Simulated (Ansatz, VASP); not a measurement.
# Two plane-wave programs on Hf5PbO2

Contents of INCAR:

```
SYSTEM = Hf5PbO2
  ALGO = Normal
  EDIFF = 1E-6
  ENCUT = 520
  GGA = PE
  ISIF = 2
  ISMEAR = 0
  LASPH = .True.
  LCHARG = .True.
  LELF = .True.
  LREAL = .False.
  LVHAR = .True.
  LWAVE = .False.
  NBANDS = 48
  NELM = 100
  PREC = Accurate
  SIGMA = 0.1
```

File KPOINTS:

```
k-points
0
Gamma
  4 4 2
  0 0 0
```

The input POSCAR:

```
Hf5PbO2
1.0
    3.0037997300     -3.3007468000      0.0000000000
    3.0037997300      3.3007468000      0.0000000000
    0.0000000000      0.0000000000      7.9490762100
Hf Pb O
5 1 2
Direct
    0.7377798400      0.7377798400      0.2186253600
    0.2622201600      0.2622201600      0.2186253600
    0.2622201600      0.2622201600      0.7813746400
    0.7377798400      0.7377798400      0.7813746400
    0.5000000000      0.5000000000      0.5000000000
    0.0000000000      0.0000000000      0.0000000000
    0.0000000000      0.0000000000      0.6535339000
    0.0000000000      0.0000000000      0.3464661000
```

Input for Ansatz:

```yaml
crystal:
  lattice:
    - [3.00379973, -3.3007468, 0.0]
    - [3.00379973, 3.3007468, 0.0]
    - [0.0, 0.0, 7.94907621]
  atoms:
    - { symbol: Hf, position: [0.73777984, 0.73777984, 0.21862536] }
    - { symbol: Hf, position: [0.26222016, 0.26222016, 0.21862536] }
    - { symbol: Hf, position: [0.26222016, 0.26222016, 0.78137464] }
    - { symbol: Hf, position: [0.73777984, 0.73777984, 0.78137464] }
    - { symbol: Hf, position: [0.5, 0.5, 0.5] }
    - { symbol: Pb, position: [0.0, 0.0, 0.0] }
    - { symbol: O, position: [0.0, 0.0, 0.6535339] }
    - { symbol: O, position: [0.0, 0.0, 0.3464661] }
basis:
  ecutwfc: 420
kpoints:
  mp_grid: { grid: [4, 4, 2] }
hamiltonian:
  xc: pbe
scf:
  occupations: { method: gaussian, width: 0.1 }
  lower_state_search: "off"
output:
  forces: true
  stress: true
  eigenvalues: true
```

Alike in both runs: task single point; functional PBE; k mesh 4 × 4 × 2; occupations gaussian, width 0.1 eV; no spin polarisation.

|  | VASP | Ansatz |
| --- | --- | --- |
| version | VASP 6.6.1 | Ansatz 0.2.0 |
| potentials or method | VASP PAW PBE potentials, release 64 (Hf_pv, Pb_d, O), cutoff 520 eV | scalar-relativistic, plane waves, PAW |
| valence electrons in the cell | 76 | 156 |

```csv
,VASP,Ansatz,Ansatz less VASP
gap on the k mesh at the Fermi level (eV),none,none,-
rms of the force components (eV/Å),2.505,2.560,+0.0556
```

Atom by atom the forces differ by 0.063 eV/Å (rms over components). A gap of «none» marks a metal or a gap that the smearing closes. VASP's potentials hold 76 valence electrons a cell and Ansatz's 156, so a difference there can come from the potentials and not from the codes.

The k mesh is coarse, so the values compare programs but aren't converged. Spin-orbit coupling is off throughout.
